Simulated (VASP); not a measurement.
# Hf3Si2 (P4/mbm) in VASP: relaxation of cell and atoms with PBEsol

Aim: the relaxation of cell and atoms of Hf3Si2 with PBEsol.

Everything below comes from runs of VASP 6.6.1. Logs are shortened: lines on timing, memory, paths and dates and some standing lists are left out, and cuts for length are marked.

**1. The cell of the first run**

The structure is tetragonal, space group P4/mbm (No. 127). Conventional cell: a = 6.990 Å, b = 6.990 Å, c = 3.663 Å, α = 90.00°, β = 90.00°, γ = 90.00°. Hf (site symmetry m2m) has 6 Si at 2.72 to 2.79 Å and 11 Hf at 3.17 to 3.66 Å within 3.7 Å. Within 3.7 Å of Hf (site symmetry 4/m) lie 4 Si at 2.77 Å and 10 Hf at 3.17 to 3.66 Å. Within 3.2 Å of Si (site symmetry m2m) lie 1 Si at 2.44 Å and 8 Hf at 2.72 to 2.79 Å.

**2. Relaxation of cell and atoms, PBEsol**

The input, INCAR:

```
PREC = Accurate ; ENCUT = 600
EDIFF = 1E-6 ; ISMEAR = 0
SIGMA = 0.1 ; LREAL = False
LASPH = True ; NELM = 80
ALGO = Fast ; ISIF = 3
LWAVE = False ; LCHARG = False
GGA = PS ; IBRION = 2
NSW = 100 ; EDIFFG = -0.005
KPAR = 2
```

The input, KPOINTS:

```
Automatic mesh
0
Gamma
  6 6 10
```

The input, POSCAR:

```
Hf3Si2
1.0
    6.9898519100      0.0000000000      0.0000000000
    0.0000000000      6.9898519100      0.0000000000
    0.0000000000      0.0000000000      3.6632840200
Hf Si
6 4
Direct
    0.6732293300      0.8267706700      0.5000000000
    0.8267706700      0.3267706700      0.5000000000
    0.3267706700      0.1732293300      0.5000000000
    0.1732293300      0.6732293300      0.5000000000
    0.5000000000      0.5000000000      0.0000000000
    0.0000000000      0.0000000000      0.0000000000
    0.6236027500      0.1236027500      0.0000000000
    0.8763972500      0.6236027500      0.0000000000
    0.1236027500      0.3763972500      0.0000000000
    0.3763972500      0.8763972500      0.0000000000
```

Potentials or basis: VASP PAW PBE potentials, release 64 (Hf_pv, Si).

Started as:

```sh
cat potpaw_PBE.64/Hf_pv/POTCAR potpaw_PBE.64/Si/POTCAR > POTCAR
mpirun -np 2 vasp_std > vasp.out
```

OUTCAR:

```text
PREC = Accurate
   ENCUT = 600
   EDIFF = 1E-6
   ISMEAR = 0
   LREAL = False
   LASPH = True
   NELM = 80
   ISIF = 3
   GGA = PS
   IBRION = 2
   NSW = 100
   EDIFFG = -0.005

 ion  position               nearest neighbor table
   1  0.673  0.827  0.500-   8 2.72   8 2.72  10 2.79   7 2.79   7 2.79  10 2.79   6 3.17   6 3.17
                             5 3.17   5 3.17   3 3.42   2 3.66   4 3.66   2 3.66   4 3.66
   2  0.827  0.327  0.500-   7 2.72   7 2.72   9 2.79   8 2.79   8 2.79   9 2.79   6 3.17   6 3.17
                             5 3.17   5 3.17   4 3.42   3 3.66   1 3.66   1 3.66   3 3.66
   3  0.327  0.173  0.500-   9 2.72   9 2.72  10 2.79   7 2.79   7 2.79  10 2.79   6 3.17   6 3.17
                             5 3.17   5 3.17   1 3.42   2 3.66   4 3.66   4 3.66   2 3.66
   4  0.173  0.673  0.500-  10 2.72  10 2.72   8 2.79   8 2.79   9 2.79   9 2.79   6 3.17   6 3.17
                             5 3.17   5 3.17   2 3.42   1 3.66   3 3.66   3 3.66   1 3.66
   5  0.500  0.500  0.000-   7 2.77   8 2.77   9 2.77  10 2.77   1 3.17   2 3.17   3 3.17   4 3.17
                             1 3.17   2 3.17   3 3.17   4 3.17
   6  0.000  0.000  0.000-   7 2.77   8 2.77   9 2.77  10 2.77   1 3.17   2 3.17   3 3.17   4 3.17
                             1 3.17   2 3.17   3 3.17   4 3.17
   7  0.624  0.124  0.000-  10 2.44   2 2.72   2 2.72   5 2.77   6 2.77   1 2.79   1 2.79   3 2.79
                             3 2.79
   8  0.876  0.624  0.000-   9 2.44   1 2.72   1 2.72   5 2.77   6 2.77   2 2.79   4 2.79   2 2.79
                             4 2.79
   9  0.124  0.376  0.000-   8 2.44   3 2.72   3 2.72   5 2.77   6 2.77   2 2.79   2 2.79   4 2.79
                             4 2.79
  10  0.376  0.876  0.000-   7 2.44   4 2.72   4 2.72   5 2.77   6 2.77   3 2.79   1 2.79   3 2.79
                             1 2.79

  LATTYP: Found a simple tetragonal cell.
 ALAT       =     6.9898519100
 C/A-ratio  =     0.5240860704

  Lattice vectors:

 A1 = (   6.9898519100,   0.0000000000,   0.0000000000)
 A2 = (   0.0000000000,   6.9898519100,   0.0000000000)
 A3 = (   0.0000000000,   0.0000000000,   3.6632840200)

Analysis of symmetry for initial positions (statically):
=====================================================================
 Subroutine PRICEL returns:
 Original cell was already a primitive cell.

 Routine SETGRP: Setting up the symmetry group for a
 simple tetragonal supercell.

 Subroutine GETGRP returns: Found 16 space group operations
 (whereof  8 operations were pure point group operations)
 out of a pool of 16 trial point group operations.

The static configuration has the point symmetry C_4h.
 The point group associated with its full space group is D_4h.

Analysis of symmetry for dynamics (positions and initial velocities):
=====================================================================
 Subroutine PRICEL returns:
 Original cell was already a primitive cell.
[... 156 lines left out ...]
 conjugate gradient relaxation of ions
 non-spin polarized calculation
 RMM-DIIS sequential band-by-band and
 Gauss-broadening in eV      SIGMA  =   0.10
  energy-cutoff  :      600.00
  volume of cell :      178.98
 maximum number of plane-waves:      5998
 NGX is ok and might be reduce to    56
   NGX = 27   NGY = 27   NGZ = 15

--------------------------------------- Ionic step        1  -------------------------------------------

 number of electron      76.0000007 magnetization

 Free energy of the ion-electron system (eV)
  ---------------------------------------------------
  ext. energy  EPLUGINS =         0.00000000
  ---------------------------------------------------
  free energy    TOTEN  =       -94.66372351 eV

  energy without entropy =      -94.62777188  energy(sigma->0) =      -94.64574770

------------------------ aborting loop because EDIFF is reached ----------------------------------------

  FORCE on cell =-STRESS in cart. coord.  units (eV):
  Direction    XX          YY          ZZ          XY          YZ          ZX
  --------------------------------------------------------------------------------------
  -------------------------------------------------------------------------------------
  Total       -2.5765709     -2.5765709     -3.7906174      0.0000000     -0.0000000      0.0000000
  in kB      -23.0646111    -23.0646111    -33.9323546      0.0000000     -0.0000000      0.0000000
  external PRESSURE =     -26.6871923 kB  Pullay stress =       0.0000000 kB
[... 113 lines left out ...]
  FREE ENERGIE OF THE ION-ELECTRON SYSTEM (eV)
  ---------------------------------------------------
  free  energy   TOTEN  =       -94.6939292316 eV

  energy  without entropy=      -94.6591317701  energy(sigma->0) =      -94.67653050

[... ionic steps 4 to 9 ...]

--------------------------------------- Ionic step       10  -------------------------------------------

 number of electron      76.0000004 magnetization

------------------------ aborting loop because EDIFF is reached ----------------------------------------
[... 83 lines left out ...]
--------------------------------------- Ionic step       12  -------------------------------------------

 number of electron      76.0000004 magnetization

 Free energy of the ion-electron system (eV)
  ---------------------------------------------------
  ext. energy  EPLUGINS =         0.00000000
  ---------------------------------------------------
  free energy    TOTEN  =       -94.69998746 eV

  energy without entropy =      -94.66688345  energy(sigma->0) =      -94.68343545

 E-fermi :   6.5629     XC(G=0): -11.7346

 val. band max:        6.5627380140   @ k =   0.3333   0.1667   0.3000
 cond. band min:       6.5674722260   @ k =   0.1667   0.0000   0.0000
 fundamental gap:      0.0047342121
 Fermi energy:         6.5628637563

 k-point     1 :       0.0000    0.0000    0.0000
  band No.  band energies     occupation
      1     -23.7163      2.00000
      2     -23.7163      2.00000
      3     -23.6717      2.00000
      4     -23.5783      2.00000
      5     -23.5502      2.00000
      6     -23.5104      2.00000
[... 1141 lines left out ...]
     44       8.7377      0.00000
     45       9.3152      0.00000

 [... further k-points ...]

------------------------ aborting loop because EDIFF is reached ----------------------------------------

  FORCE on cell =-STRESS in cart. coord.  units (eV):
  Direction    XX          YY          ZZ          XY          YZ          ZX
  --------------------------------------------------------------------------------------
  -------------------------------------------------------------------------------------
  Total        0.0011829      0.0011829      0.0084864      0.0000000      0.0000000      0.0000000
  in kB        0.0107959      0.0107959      0.0774519      0.0000000      0.0000000      0.0000000
  external PRESSURE =       0.0330146 kB  Pullay stress =       0.0000000 kB
[... 25 lines left out ...]
  FREE ENERGIE OF THE ION-ELECTRON SYSTEM (eV)
  ---------------------------------------------------
  free  energy   TOTEN  =       -94.6999874582 eV

  energy  without entropy=      -94.6668834503  energy(sigma->0) =      -94.68343545

 reached required accuracy - stopping structural energy minimisation
```

OSZICAR:

```text
N       E                     dE             d eps       ncg     rms          rms(c)
DAV:   1     0.348058954997E+03    0.34806E+03   -0.43549E+04  5544   0.178E+03
DAV:   2    -0.719926644855E+02   -0.42005E+03   -0.40959E+03  6252   0.397E+02
DAV:   3    -0.982630576570E+02   -0.26270E+02   -0.25406E+02  7016   0.603E+01
[... 98 lines left out ...]
  11 F= -.94699975E+02 E0= -.94683407E+02  d E =-.223395E-04
       N       E                     dE             d eps       ncg     rms          rms(c)
DAV:   1    -0.946999666136E+02    0.87234E-05   -0.49422E-03  5460   0.346E-01    0.577E-02
RMM:   2    -0.946999826589E+02   -0.16045E-04   -0.18188E-04  6663   0.686E-02    0.278E-02
RMM:   3    -0.946999872274E+02   -0.45686E-05   -0.48331E-05  7376   0.295E-02    0.232E-02
RMM:   4    -0.946999874582E+02   -0.23078E-06   -0.35610E-06  3935   0.819E-03
  12 F= -.94699987E+02 E0= -.94683435E+02  d E =-.127777E-04
```

Wall time 19 min (2 MPI ranks of Intel Xeon 6975P-C (Granite Rapids), shared host); peak memory 0.62 GiB.

Results:

| Property | Result |
| --- | --- |
| Free energy | -94.7000 eV |
| Relaxed volume | 17.55 Å³/atom |
| Relaxed cell | a = 6.976 Å, b = 6.976 Å, c = 3.607 Å, α = 90.00°, β = 90.00°, γ = 90.00° |
| Space group after relaxing (to 0.1 Å) | P4/mbm (No. 127) |
| Energy gained by relaxing | 3.6 meV/atom |
| Ionic steps | 12 |
| Pressure after relaxing | 0.0 GPa |
| Band gap on the k mesh | zero (bands 38 and 39 overlap by 1.33 eV) |

Forces in eV/Å, atoms in the order of the input:
```
Hf   0.002 -0.002  0.000
Hf  -0.002 -0.002  0.000
Hf  -0.002  0.002  0.000
Hf   0.002  0.002  0.000
Hf   0.000  0.000  0.000
Hf   0.000  0.000  0.000
Si   0.000  0.000  0.000
Si   0.000  0.000  0.000
Si   0.000  0.000  0.000
Si   0.000  0.000  0.000
```

The path:
```
step  energy change (eV)  largest force (eV/Å)  pressure (GPa)  volume (Å³)
   1              0.0000                0.0769           -2.67       178.98
   2              0.0204                0.0558            4.08       171.37
   3             -0.0302                0.0611            0.13       175.61
   4             -0.0352                0.0218            0.06       175.57
   5             -0.0361                0.0332            0.02       175.54
   6             -0.0361                0.0318            0.02       175.54
   7             -0.0362                0.0075           -0.04       175.60
   8             -0.0362                0.0092           -0.05       175.61
   9             -0.0362                0.0082            0.02       175.49
  10             -0.0363                0.0090            0.03       175.52
  11             -0.0363                0.0092            0.02       175.54
  12             -0.0363                0.0023            0.00       175.55
```

Final structure:
```
Hf Si
1.0
     6.97621    0.00000    0.00000
     0.00000    6.97621    0.00000
     0.00000    0.00000    3.60713
Hf Si
6 4
Direct
  0.67388 0.82612 0.50000
  0.82612 0.32612 0.50000
  0.32612 0.17388 0.50000
  0.17388 0.67388 0.50000
  0.50000 0.50000 0.00000
  0.00000 0.00000 0.00000
  0.62381 0.12381 0.00000
  0.87619 0.62381 0.00000
  0.12381 0.37619 0.00000
  0.37619 0.87619 0.00000
```

Caveat: the PAW data sets were made with another functional, which shifts forces and pressure a little; spin-orbit coupling is left out, which moves the levels of the heavy elements.
